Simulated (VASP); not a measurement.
The system is Be2I.

```
Be I
1.0
     3.39346    0.00000    0.00000
     0.00000    3.39346    0.00000
     0.00000    0.00000    4.91274
Be I
2 1
Direct
  0.50000 0.00000 0.57453
  0.00000 0.50000 0.42547
  0.00000 0.00000 0.00000
```

```yaml
Program: VASP 6.6.1
Task: relaxation of cell and atoms
Functional: PBE
Potentials_or_basis: VASP PAW PBE potentials, release 64 (Be, I)
Cutoff: 600 eV
k_mesh: 14 × 14 × 10
Occupations: gaussian, width 0.1 eV
Spin: no spin polarisation
```

At the start: pressure -0.4 GPa; volume 18.86 Å³/atom.

Question: How do energy, volume and symmetry change on relaxing?

Answer: Over 10 steps the energy falls by 3.6 meV/atom and the volume is 18.52 Å³/atom (-1.8 %); space group P-4m2 (No. 115, to 0.05 Å).

Step by step:
```tsv
step	energy change (eV)	largest force (eV/Å)	pressure (GPa)	volume (Å³)
1	0.0000	0.0014	-0.40	56.57
2	-0.0051	0.0221	-0.15	56.19
3	-0.0080	0.0571	0.18	55.68
4	-0.0080	0.0612	0.22	55.62
5	-0.0086	0.0555	-0.02	55.83
6	-0.0088	0.0515	-0.19	56.00
7	-0.0093	0.0421	-0.16	55.93
8	-0.0104	0.0165	-0.08	55.73
9	-0.0102	0.0235	0.10	55.34
10	-0.0107	0.0033	0.00	55.55
```

Final structure:
```
CELL_PARAMETERS angstrom
3.41699 0.00000 0.00000
0.00000 3.41699 0.00000
0.00000 0.00000 4.75798
ATOMIC_POSITIONS crystal
Be 0.50000 0.00000 0.56520
Be 0.00000 0.50000 0.43479
I 0.00000 0.00000 0.00000
```

Caveat: an odd number of electrons without spin polarisation forces a metal; a magnetic or distorted state may lie lower.
